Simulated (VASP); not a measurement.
# Fe (P6_3/mmc) in VASP: relaxation of cell and atoms with PBEsol

Aim: the relaxation of cell and atoms of Fe with PBEsol.

All numbers are computed with VASP 6.6.1; they aren't measurements. Logs are shortened: lines on timing, memory, paths and dates and some standing lists are left out, and cuts for length are marked.

## 1. The cell of the first run

Symmetry: P6_3/mmc, No. 194, hexagonal system. Conventional cell: a = 2.347 Å, b = 2.347 Å, c = 3.797 Å, α = 90.00°, β = 90.00°, γ = 120.00°. Within 3.1 Å of Fe (site symmetry -6m2) lie 12 Fe at 2.33 to 2.35 Å.

This isn't the form of Fe at room conditions, which is bcc.

## 2. Relaxation of cell and atoms, PBEsol, collinear spin, ferromagnetic start

INCAR

```
  PREC = Accurate
  ENCUT = 600
  EDIFF = 1E-7
  ISMEAR = -1
  SIGMA = 0.1
  LREAL = False
  LASPH = True
  NELM = 150
  ALGO = Normal
  ISIF = 3
  LWAVE = False
  LCHARG = False
  ISPIN = 2
  MAGMOM = 4.5 4.5
  LORBIT = 11
  LMAXMIX = 4
  GGA = PS
  IBRION = 2
  NSW = 80
  EDIFFG = -0.02
```

KPOINTS

```
Automatic mesh
0
Gamma
  15 15 8
```

POSCAR

```
Fe
1.0
    2.3470000000      0.0000000000      0.0000000000
   -1.1735000000      2.0325616200      0.0000000000
    0.0000000000      0.0000000000      3.7970000000
Fe
2
Direct
    0.3333333333      0.6666666667      0.2500000000
    0.6666666667      0.3333333333      0.7500000000
```

Potentials or basis: VASP PAW PBE potentials, release 64 (Fe).

Started as:

```sh
$ cat potpaw_PBE.64/Fe/POTCAR > POTCAR
$ mpirun -np 1 vasp_std > vasp.out
```

OUTCAR:

```text
PREC = Accurate
   ENCUT = 600
   EDIFF = 1E-7
   ISMEAR = -1
   LREAL = False
   LASPH = True
   NELM = 150
   ISIF = 3
   ISPIN = 2
   LORBIT = 11
   GGA = PS
   IBRION = 2
   NSW = 80
   EDIFFG = -0.02

 ion  position               nearest neighbor table
   1  0.333  0.667  0.250-   2 2.33   2 2.33   2 2.33   2 2.33   2 2.33   2 2.33
   2  0.667  0.333  0.750-   1 2.33   1 2.33   1 2.33   1 2.33   1 2.33   1 2.33

  LATTYP: Found a hexagonal cell.
 ALAT       =     2.3470000000
 C/A-ratio  =     1.6178099702

  Lattice vectors:

 A1 = (   2.3470000000,   0.0000000000,   0.0000000000)
 A2 = (  -1.1735000000,   2.0325616200,   0.0000000000)
 A3 = (   0.0000000000,   0.0000000000,   3.7970000000)

Analysis of symmetry for initial positions (statically):
=====================================================================
 Subroutine PRICEL returns:
 Original cell was already a primitive cell.

 Routine SETGRP: Setting up the symmetry group for a
 hexagonal supercell.

 Subroutine GETGRP returns: Found 24 space group operations
 (whereof 12 operations were pure point group operations)
 out of a pool of 24 trial point group operations.

The static configuration has the point symmetry D_3d.
 The point group associated with its full space group is D_6h.

Analysis of symmetry for dynamics (positions and initial velocities):
=====================================================================
 Subroutine PRICEL returns:
 Original cell was already a primitive cell.

 Routine SETGRP: Setting up the symmetry group for a
 hexagonal supercell.

 Subroutine GETGRP returns: Found 24 space group operations
 (whereof 12 operations were pure point group operations)
 out of a pool of 24 trial point group operations.

The dynamic configuration has the point symmetry D_3d.
 The point group associated with its full space group is D_6h.

Analysis of structural, dynamic, and magnetic symmetry:
=====================================================================
 Subroutine PRICEL returns:
 Original cell was already a primitive cell.

 Routine SETGRP: Setting up the symmetry group for a
 hexagonal supercell.

 Subroutine GETGRP returns: Found 24 space group operations
 (whereof 12 operations were pure point group operations)
 out of a pool of 24 trial point group operations.

The overall configuration has the point symmetry D_3d.
 The point group associated with its full space group is D_6h.

 Subroutine INISYM returns: Found 24 space group operations
[... 108 lines left out ...]
   NELECT =      16.0000    total number of electrons
   NUPDOWN=      -1.0000    fix difference up-down
   EMIN   =  10.00;   EMAX   =-10.00  energy-range for DOS
   EFERMI =   0.00;   METHOD = LEGACY
   ISMEAR =    -1;   SIGMA  =   0.10  broadening in eV -4-tet -1-fermi 0-gaus
   EFERMI_NEDOS =   21; number of points for ismear=-14 and -15
   IALGO  =     38    algorithm
   IMIX   =      4    mixing-type and parameters
     AMIX     =   0.40;   BMIX     =  1.00
     AMIX_MAG =   1.60;   BMIX_MAG =  1.00
  volume/ion in A,a.u.               =       9.06        61.12
  Fermi-wavevector in a.u.,A,eV,Ry     =   1.570781  2.968346 33.570383  2.467354
  Thomas-Fermi vector in A             =   2.672463
   LORBIT       =     11    0 simple, 1 ext, 2 COOP (PROOUT), +10 PAW based schemes
   GGA     = PS    functional components
   LHFCALC =     F    Hartree Fock is set to
   AEXX    =    0.0000 exact exchange contribution
   IVDW    =     0    specifies the selected vdW correction
   LEPSILON=     F    determine dielectric tensor
   LRPA    =     F    only Hartree local field effects (RPA)
 conjugate gradient relaxation of ions
 spin polarized calculation
  energy-cutoff  :      600.00
  volume of cell :       18.11
 maximum number of plane-waves:       621
 NGX is ok and might be reduce to    20
   NGX =  9   NGY =  9   NGZ = 15

--------------------------------------- Ionic step        1  -------------------------------------------

 number of electron      16.0000001 magnetization      -0.0007030

 number of electron      16.0000001 magnetization       0.0002179

 Free energy of the ion-electron system (eV)
  ---------------------------------------------------
  ext. energy  EPLUGINS =         0.00000000
  ---------------------------------------------------
  free energy    TOTEN  =       -17.76566939 eV

  energy without entropy =      -17.69532842  energy(sigma->0) =      -17.73049890

------------------------ aborting loop because EDIFF is reached ----------------------------------------

  FORCE on cell =-STRESS in cart. coord.  units (eV):
  Direction    XX          YY          ZZ          XY          YZ          ZX
  --------------------------------------------------------------------------------------
  -------------------------------------------------------------------------------------
  Total        3.9636230      3.9636230      2.5216118      0.0000000      0.0000000      0.0000000
  in kB      350.5948349    350.5948340    223.0444418      0.0000000      0.0000000      0.0000000
  external PRESSURE =     308.0780369 kB  Pullay stress =       0.0000000 kB
[... 289 lines left out ...]
 number of electron      15.9999992 magnetization       0.0000000

 number of electron      15.9999992 magnetization      -0.0000000

 Free energy of the ion-electron system (eV)
  ---------------------------------------------------
  ext. energy  EPLUGINS =         0.00000000
  ---------------------------------------------------
  free energy    TOTEN  =       -17.90968866 eV

  energy without entropy =      -17.82977639  energy(sigma->0) =      -17.86973252

 E-fermi :   7.1810     XC(G=0): -14.1770

 val. band max:        7.1687403815   @ k =   0.2667   0.2000   0.2500
 cond. band min:       7.1823161440   @ k =   0.2667   0.0667   0.0000
 fundamental gap:      0.0135757626
 Fermi energy:         7.1809658603

 spin component 1

 k-point     1 :       0.0000    0.0000    0.0000
  band No.  band energies     occupation
      1      -1.9985      1.00000
      2       1.9911      1.00000
      3       5.4312      1.00000
      4       5.4312      1.00000
      5       5.5627      1.00000
      6       5.9272      1.00000
[... 459 lines left out ...]
      6       5.3466      1.00000
[... 9 lines left out ...]
     16      22.3869      0.00000
     17      24.6968      0.00000

 [... further k-points ...]

 spin component 2

 k-point     1 :       0.0000    0.0000    0.0000
  band No.  band energies     occupation
      1      -1.9985      1.00000
      2       1.9911      1.00000
      3       5.4312      1.00000
      4       5.4312      1.00000
      5       5.5627      1.00000
      6       5.9272      1.00000
[... 500 lines left out ...]
  FREE ENERGIE OF THE ION-ELECTRON SYSTEM (eV)
  ---------------------------------------------------
  free  energy   TOTEN  =       -17.9096886559 eV

  energy  without entropy=      -17.8297763897  energy(sigma->0) =      -17.86973252

 reached required accuracy - stopping structural energy minimisation

 total charge

# of ion       s       p       d       tot
------------------------------------------
    1        0.558   0.682   6.378   7.618
    2        0.558   0.682   6.378   7.618
--------------------------------------------------
tot          1.116   1.364  12.756  15.236

 magnetization (x)

# of ion       s       p       d       tot
------------------------------------------
    1       -0.000   0.000   0.000   0.000
    2       -0.000   0.000   0.000   0.000
--------------------------------------------------
tot         -0.000   0.000   0.000   0.000
```

CONTCAR:

```text
Fe
   1.00000000000000
     2.4284217563220869    0.0000000000000000    0.0000000000000000
    -1.2142108781610434    2.1030749291145669    0.0000000000000000
     0.0000000000000000    0.0000000000000000    3.8412612885973880
  Fe
     2
Direct
     0.3333333332999970    0.6666666667000030    0.2500000000000000
     0.6666666667000030    0.3333333332999970    0.7500000000000000

  0.00000000E+00  0.00000000E+00  0.00000000E+00
  0.00000000E+00  0.00000000E+00  0.00000000E+00
```

Wall time 9.1 min (1 thread of Intel Xeon 8259CL, shared host); peak memory 0.21 GiB.

What came out:

- Free energy: -17.9097 eV
- Relaxed volume: 9.81 Å³/atom
- Relaxed cell: a = 2.428 Å, b = 2.428 Å, c = 3.841 Å, α = 90.00°, β = 90.00°, γ = 120.00°
- Space group after relaxing (to 0.1 Å): P6_3/mmc (No. 194)
- Energy gained by relaxing: 72.0 meV/atom
- Ionic steps: 9
- Pressure after relaxing: 0.0 GPa
- Band gap on the k mesh: zero (filled and empty bands overlap)
- Net moment: 0.00 μB per cell
- Valence electrons inside the program's atomic spheres: Fe 7.62

The path:
| step | energy change (eV) | largest force (eV/Å) | pressure (GPa) | volume (Å³) |
| --- | --- | --- | --- | --- |
| 1 | 0.0000 | 0.0000 | 30.81 | 18.11 |
| 2 | 0.3014 | 0.0000 | -35.45 | 23.06 |
| 3 | -0.1410 | 0.0000 | -1.89 | 19.73 |
| 4 | -0.1414 | 0.0000 | -0.68 | 19.66 |
| 5 | -0.1414 | 0.0000 | -0.15 | 19.63 |
| 6 | -0.1438 | 0.0000 | 0.58 | 19.58 |
| 7 | -0.1440 | 0.0000 | 0.42 | 19.59 |
| 8 | -0.1440 | 0.0000 | -0.56 | 19.65 |
| 9 | -0.1440 | 0.0000 | 0.03 | 19.62 |

Final structure:
```
CELL_PARAMETERS angstrom
2.42842 0.00000 0.00000
-1.21421 2.10307 0.00000
0.00000 0.00000 3.84126
ATOMIC_POSITIONS crystal
Fe 0.33333 0.66667 0.25000
Fe 0.66667 0.33333 0.75000
```

Caveat: the PAW data sets were made with another functional, which shifts forces and pressure a little.
